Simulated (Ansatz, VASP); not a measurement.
One calculation of Os, two programs

```
Os
1.0
     2.78772    0.00000    0.00000
    -1.39386    2.41424    0.00000
     0.00000    0.00000    4.40442
Os
2
Direct
  0.66667 0.33333 0.75000
  0.33333 0.66667 0.25000
```

Alike in both runs: task single point; functional r2SCAN; dispersion D3(BJ); k mesh 11 × 11 × 6; occupations fermi-dirac, width 0.05 eV; no spin polarisation.

|  | VASP | Ansatz |
| --- | --- | --- |
| version | VASP 6.6.1 | Ansatz 0.2.0 |
| potentials or method | VASP PAW PBE potentials, release 64 (Os) | Ansatz PAW |
| plane-wave cutoff (eV) | 520 | 500 |
| valence electrons in the cell | 16 | 32 |

```csv
,VASP,Ansatz,Ansatz less VASP
gap on the k mesh at the Fermi level (eV),none,none,-
pressure (GPa),-23.6,-24.1,-0.47
"traceless stress, the component that is largest in VASP (GPa)",-1.41,-1.38,+0.026
```

VASP's potentials were made for PBE, not for r2SCAN. A gap of «none» marks a metal or a gap that the smearing closes. VASP's potentials hold 16 valence electrons a cell and Ansatz's 32, so a difference there can come from the potentials and not from the codes.

Spin-orbit coupling is off throughout.
